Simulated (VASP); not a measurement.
LiF:

```xyz
2
Lattice="0.0000 1.9949 1.9949 2.0048 0.0000 1.9949 2.0048 1.9949 0.0000" Properties=species:S:1:pos:R:3 pbc="T T T"
Li    0.0000    0.0000    0.0000
F     2.0048    1.9949    1.9949
```

This cell differs from its parent crystal: uniaxial x strain +0.5%.

Base run:

```yaml
Program: VASP 6.6.1
Functional: r2SCAN
Potentials_or_basis: VASP PAW PBE potentials, release 64 (Li_sv, F)
Cutoff: 520 eV
k_mesh: 10 × 10 × 10
Occupations: gaussian, width 0.01 eV
Spin: no spin polarisation
```

Its results: band gap on the k mesh 10.50 eV, direct.

**Question.** The run is repeated on the same cell with these changes: functional from r2SCAN to PBE; k mesh from 10 × 10 × 10 to 6 × 6 × 6. What comes out?

**Answer.** Band gap on the k mesh 9.30 eV, direct.

Several settings changed at once, so the effect can't be laid on one alone.

Caveats: some runs use coarse meshes.

A k mesh can miss the band edges.
